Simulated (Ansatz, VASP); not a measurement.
## AlC3: VASP beside Ansatz

INCAR

```
  ALGO = Normal
  EDIFF = 1E-6
  ENCUT = 600
  GGA = PS
  GGA_COMPAT = False
  ISIF = 2
  ISMEAR = -1
  LASPH = True
  LCHARG = True
  LELF = True
  LREAL = False
  LVHAR = True
  LWAVE = False
  NBANDS = 16
  NELM = 120
  PREC = Accurate
  SIGMA = 0.1
```

KPOINTS

```
k-points
0
Gamma
  7 7 7
```

Contents of POSCAR:

```
AlC3
1.0
    3.2079290000      0.0000000000      0.0000000000
    0.0000000000      3.2079290000      0.0000000000
    0.0000000000      0.0000000000      3.2079290000
Al C
1 3
Direct
    0.0000000000      0.0000000000      0.0000000000
    0.0000000000      0.5000000000      0.5000000000
    0.5000000000      0.0000000000      0.5000000000
    0.5000000000      0.5000000000      0.0000000000
```

Input for Ansatz:

```yaml
crystal:
  lattice:
    - [3.207929, 0.0, 0.0]
    - [0.0, 3.207929, 0.0]
    - [0.0, 0.0, 3.207929]
  atoms:
    - { symbol: Al, position: [0.0, 0.0, 0.0] }
    - { symbol: C, position: [0.0, 0.5, 0.5] }
    - { symbol: C, position: [0.5, 0.0, 0.5] }
    - { symbol: C, position: [0.5, 0.5, 0.0] }
basis:
  ecutwfc: 475.0
kpoints:
  mp_grid:
    grid: [7, 7, 7]
hamiltonian:
  xc: pbesol
scf:
  occupations:
    method: fermi_dirac
    width: 0.1
output:
  forces: true
  stress: true
```

Alike in both runs: task single point; functional PBEsol; k mesh 7 × 7 × 7; occupations fermi-dirac, width 0.1 eV; no spin polarisation.

|  | VASP | Ansatz |
| --- | --- | --- |
| version | VASP 6.6.1 | Ansatz 0.2.0 |
| potentials or method | VASP PAW PBE potentials, release 64 (Al, C), cutoff 600 eV | plane waves, PAW |
| valence electrons in the cell | 15 | 15 |

|  | VASP | Ansatz | Ansatz less VASP |
| --- | --- | --- | --- |
| pressure (GPa) | -5.3 | -5.2 | +0.04 |

VASP's potentials were made for PBE, not for PBEsol. The functional is the same, so the differences come from potentials, cutoffs and numerics.
